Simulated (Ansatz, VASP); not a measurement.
## V: VASP beside Ansatz

```
V
1.0
     2.69407    0.00000    0.00000
    -1.34704    2.33314    0.00000
     0.00000    0.00000    8.79885
V
4
Direct
  0.00000 0.00000 0.00000
  0.00000 0.00000 0.50000
  0.33333 0.66667 0.25000
  0.66667 0.33333 0.75000
```

Alike in both runs: task relaxation of cell and atoms; functional RPBE; k mesh 13 × 13 × 4; occupations fermi-dirac, width 0.1 eV; no spin polarisation.

```csv
,VASP,Ansatz
version,VASP 6.6.1,Ansatz 0.2.0
potentials or method,"VASP PAW PBE potentials, release 64 (V_sv), cutoff 600 eV","plane waves (420 eV) with PAW, scalar-relativistic"
valence electrons in the cell,52,52
```

|  | VASP | Ansatz | Ansatz less VASP |
| --- | --- | --- | --- |
| relaxed volume (Å³/atom) | 14.23 | 14.21 | -0.019 |
| relaxed cell length with the largest relative difference (Å) | 9.297 | 9.293 | -0.0046 |

VASP's potentials were made for PBE, not for RPBE.
